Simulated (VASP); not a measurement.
## Mo: single point with PBE

Crystal: Mo.

```xyz
1
Lattice="-1.7067 1.7067 1.3312 1.7067 -1.7067 1.3312 1.7067 1.7067 -1.3312" Properties=species:S:1:pos:R:3 pbc="T T T"
Mo    0.0000    0.0000    0.0000
```

This cell differs from its parent crystal: ratio of the length along z to the lengths across it x 0.78, volume and fractional coordinates fixed.

```
Program                : VASP 6.6.1
Task                   : single point
Functional             : PBE
Potentials or basis    : VASP PAW PBE potentials, release 64 (Mo_sv)
Cutoff                 : 520 eV
k mesh                 : 24 × 24 × 24
Occupations            : gaussian, width 0.15 eV
Spin                   : no spin polarisation
Dipole correction      : no
Further INCAR settings : ALGO = Fast; EDIFF = 1e-07; NBANDS = 13
```

```yaml
Pressure: 12.2 GPa
Band_gap_on_the_k_mesh: zero (bands 7 and 8 overlap by 5.98 eV)
```

Stress tensor (GPa, compression positive):
```
 2.27  0.00  0.00
 0.00  2.27  0.00
 0.00  0.00 32.18
```

Levels at points of the mesh, in eV from the Fermi level:
```csv
k point,band 5,band 6,band 7,band 8,band 9,band 10
"(0.00, 0.00, 0.00)",-7.11,-2.91,-0.74,0.45,0.45,3.12
"(0.50, 0.00, 0.00)",-5.31,-4.06,1.40,2.81,4.41,4.68
"(0.50, 0.50, 0.00)",-4.99,-0.80,-0.65,0.54,1.33,4.72
"(0.50, 0.50, 0.50)",-5.62,-5.06,4.20,4.20,4.73,7.17
```

It took 96 s on 1 thread of AMD EPYC 9R45 96-Core Processor (Zen 5) (shared host), peak memory 0.26 GiB.

Caveat: the cell stands under pressure.
